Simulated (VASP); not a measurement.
Write the native input for VASP 6.6.1 that does the following.

```yaml
Task: single point
Functional: r2SCAN
Potentials_or_basis: VASP PAW PBE potentials, release 64 (Al, Ru_pv)
Cutoff: 520 eV
k_mesh: 22 × 22 × 22
Occupations: gaussian, width 0.15 eV
Spin: no spin polarisation
Dipole_correction: no
Further_INCAR_settings: ALGO = Normal; EDIFF = 1e-07; NBANDS = 16
```

Crystal: AlRu.

```
Al Ru
1.0
     3.16591    0.79148    0.79148
     0.79148    3.16591    0.79148
     0.79148    0.79148    3.16591
Al Ru
1 1
Direct
  0.00000 0.00000 0.00000
  0.50000 0.50000 0.50000
```

This cell differs from its parent crystal: ratio of the length along [111] to the lengths across it x 2.0, volume and fractional coordinates fixed.

The input as run:

POSCAR

```
AlRu
1.0
    3.1659126580      0.7914781645      0.7914781645
    0.7914781645      3.1659126580      0.7914781645
    0.7914781645      0.7914781645      3.1659126580
Al Ru
1 1
Direct
    0.0000000000      0.0000000000      0.0000000000
    0.5000000000      0.5000000000      0.5000000000
```

INCAR.step1

```
PREC = Accurate ; ENCUT = 520
ISMEAR = 0 ; SIGMA = 0.15
LREAL = F ; LASPH = T
NELM = 60 ; NBANDS = 16
GGA = PE ; ALGO = Normal
EDIFF = 1E-4 ; LWAVE = T
LCHARG = F
```

INCAR.step2

```
PREC = Accurate ; ENCUT = 520
EDIFF = 1E-7 ; ISMEAR = 0
SIGMA = 0.15 ; LREAL = F
LASPH = T ; NELM = 60
ALGO = Normal ; ISIF = 2
LWAVE = F ; LCHARG = F
METAGGA = R2SCAN ; LMIXTAU = T
NBANDS = 16 ; ISTART = 1
```

KPOINTS

```
Automatic mesh
0
Gamma
  22 22 22
```

Potentials or basis: VASP PAW PBE potentials, release 64 (Al, Ru_pv).

Launch:

```console
$ cat potpaw_PBE.64/Al/POTCAR potpaw_PBE.64/Ru_pv/POTCAR > POTCAR
$ cp INCAR.step1 INCAR
$ mpirun -np 1 vasp_std > vasp.out
$ cp INCAR.step2 INCAR
$ mpirun -np 1 vasp_std > vasp.out
```

It gave:

```
Pressure               : 23.6 GPa
Band gap on the k mesh : zero (an odd number of electrons rules out a gap without spin polarisation)
```

Caveat: the cell stands under pressure; the PAW data sets were made with another functional, which shifts forces and pressure a little.

Run time: 8.2 min on 1 thread of Intel(R) Xeon(R) Platinum 8259CL CPU @ 2.50GHz (Skylake/Cascade Lake), with other jobs on the host, peak memory 0.27 GiB.
